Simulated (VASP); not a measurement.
## CaSe: relaxation of cell and atoms with PBE

The system is CaSe.

```
Se Ca
1.0
     0.00000    2.95600    2.95600
     2.95600    0.00000    2.95600
     2.95600    2.95600    0.00000
Se Ca
1 1
Direct
  0.50000 0.50000 0.50000
  0.00000 0.00000 0.00000
```

```
Program                : VASP 6.6.1
Task                   : relaxation of cell and atoms
Functional             : PBE
Potentials or basis    : VASP PAW PBE potentials, release 64 (Se, Ca_sv)
Cutoff                 : 600 eV
k mesh                 : 8 × 8 × 8
Occupations            : fermi-dirac, width 0.05 eV
Spin                   : no spin polarisation
Dipole correction      : no
Further INCAR settings : ALGO = Normal; EDIFF = 1e-07; IBRION = 2; EDIFFG = -0.01; NSW = 60; ISIF = 3
```

```
Relaxed volume                        : 26.53 Å³/atom
Relaxed cell                          : a = 4.218 Å, b = 4.218 Å, c = 4.218 Å, α = 60.00°, β = 60.00°, γ = 60.00°
Space group after relaxing (to 0.1 Å) : Fm-3m (No. 225)
Energy gained by relaxing             : 2.9 meV/atom
Ionic steps                           : 3
Pressure after relaxing               : 0.0 GPa
Band gap on the k mesh                : 2.08 eV (least direct gap 2.99 eV)
```

The path:
| step | energy change (eV) | largest force (eV/Å) | pressure (GPa) | volume (Å³) |
| --- | --- | --- | --- | --- |
| 1 | 0.0000 | 0.0000 | 1.36 | 51.66 |
| 2 | -0.0057 | 0.0000 | -0.22 | 53.32 |
| 3 | -0.0059 | 0.0000 | 0.00 | 53.07 |

Final structure:
```
Se Ca
1.0
     0.00000    2.98265    2.98265
     2.98265    0.00000    2.98265
     2.98265    2.98265    0.00000
Se Ca
1 1
Direct
  0.50000 0.50000 0.50000
  0.00000 0.00000 0.00000
```

Levels at points of the mesh, in eV from the valence-band top:
| k point | band 4 | band 5 | band 6 | band 7 | band 8 | band 9 | band 10 | band 11 | band 12 |
| --- | --- | --- | --- | --- | --- | --- | --- | --- | --- |
| (0.00, 0.00, 0.00) | -20.82 | -11.71 | 0.00 | 0.00 | 0.00 | 3.21 | 3.71 | 3.71 | 3.71 |
| (0.50, 0.00, 0.00) | -20.82 | -11.06 | -3.19 | -1.15 | -1.15 | 4.48 | 5.41 | 5.44 | 5.44 |
| (0.50, 0.50, 0.00) | -20.85 | -11.16 | -2.46 | -0.91 | -0.91 | 2.08 | 4.94 | 5.00 | 5.92 |

Run time: 110 s on 1 thread of Intel Xeon 8259CL, on a shared host, peak memory 0.22 GiB.

A k mesh can miss the band edges. PBE usually gives volumes a little too large and moduli too small.
